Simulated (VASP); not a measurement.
CdTe:

```
Cd Te
1.0
     4.88408    0.00000    0.00000
    -2.44204    4.22973    0.00000
     0.00000    0.00000    6.62225
Cd Te
2 2
Direct
  0.33333 0.66667 0.25000
  0.66667 0.33333 0.75000
  0.66667 0.33333 0.25000
  0.33333 0.66667 0.75000
```

Base run:

```yaml
Program: VASP 6.6.1
Functional: PBE
Potentials_or_basis: VASP PAW PBE potentials, release 64 (Cd, Te)
Cutoff: 520 eV
k_mesh: 6 × 6 × 4
Occupations: fermi-dirac, width 0.02 eV
Spin: no spin polarisation
```

Its results: pressure 1.1 GPa.

**Question.** The run is repeated on the same cell with these changes: functional from PBE to r2SCAN. What comes out?

**Answer.** Pressure 0.1 GPa.

Caveats: the PAW data sets were made with another functional, which shifts forces and pressure a little (some runs).
